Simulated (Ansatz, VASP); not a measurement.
# One calculation of Hf2N, two programs

File POSCAR:

```
Hf2N
1.0
    5.3131240200      0.0000000000      0.0000000000
    0.0000000000      5.3131240200      0.0000000000
    0.0000000000      0.0000000000      3.2420983900
Hf N
4 2
Direct
    0.2955363700      0.2955363700      0.0000000000
    0.7044636300      0.7044636300      0.0000000000
    0.7955363700      0.2044636300      0.5000000000
    0.2044636300      0.7955363700      0.5000000000
    0.0000000000      0.0000000000      0.0000000000
    0.5000000000      0.5000000000      0.5000000000
```

Contents of INCAR.step1:

```
ALGO = Normal ; EDIFF = 1E-4
ENCUT = 520 ; GGA = PE
ISMEAR = -5 ; LASPH = T
LCHARG = F ; LREAL = F
LWAVE = T ; NBANDS = 34
NELM = 100 ; PREC = Accurate
SIGMA = 0.1
```

INCAR.step2

```
ALGO = Normal ; EDIFF = 1E-7
ENCUT = 520 ; ISIF = 2
ISMEAR = -5 ; ISTART = 1
LASPH = T ; LCHARG = F
LMIXTAU = T ; LREAL = F
LWAVE = F ; METAGGA = R2SCAN
NBANDS = 34 ; NELM = 100
PREC = Accurate ; SIGMA = 0.1
```

KPOINTS

```
k-points
0
Gamma
  8 8 12
```

Input for Ansatz:

```yaml
crystal:
  lattice:
    - [5.31312402, 0.0, 0.0]
    - [0.0, 5.31312402, 0.0]
    - [0.0, 0.0, 3.24209839]
  atoms:
    - { symbol: Hf, position: [0.29553637, 0.29553637, 0.0] }
    - { symbol: Hf, position: [0.70446363, 0.70446363, 0.0] }
    - { symbol: Hf, position: [0.79553637, 0.20446363, 0.5] }
    - { symbol: Hf, position: [0.20446363, 0.79553637, 0.5] }
    - { symbol: "N", position: [0.0, 0.0, 0.0] }
    - { symbol: "N", position: [0.5, 0.5, 0.5] }
basis:
  ecutwfc: 500
kpoints:
  mp_grid: { grid: [8, 8, 12] }
hamiltonian:
  xc: r2scan
scf:
  occupations: { method: tetrahedron }
output:
  forces: true
  stress: true
  eigenvalues: true
```

Alike in both runs: task single point; functional r2SCAN; k mesh 8 × 8 × 12; occupations tetrahedron; no spin polarisation.

|  | VASP | Ansatz |
| --- | --- | --- |
| version | VASP 6.6.1 | Ansatz 0.2.0 |
| potentials or method | VASP PAW PBE potentials, release 64 (Hf_pv, N), cutoff 520 eV | scalar-relativistic, plane waves, PAW |
| valence electrons in the cell | 50 | 114 |

Ansatz gave:

```
gap on the k mesh at the Fermi level (eV)                     : none
pressure (GPa)                                                : 1.4
traceless stress, the component that is largest in VASP (GPa) : -0.09
rms of the force components (eV/Å)                            : 0.004
```

Estimate VASP's values.

gap on the k mesh at the Fermi level (eV): none; pressure (GPa): -0.1; traceless stress, the component that is largest in VASP (GPa): -0.20; rms of the force components (eV/Å): 0.003.

VASP's potentials were made for PBE, not for r2SCAN. Atom by atom the forces differ by 0.007 eV/Å (rms over components). A gap of «none» marks a metal or a gap that the smearing closes. VASP's potentials hold 50 valence electrons a cell and Ansatz's 114, so a difference there can come from the potentials and not from the codes. Ansatz's warnings: band table not solved further, tetrahedron derivatives may miss energy slope.

Neither program's run includes spin-orbit coupling.
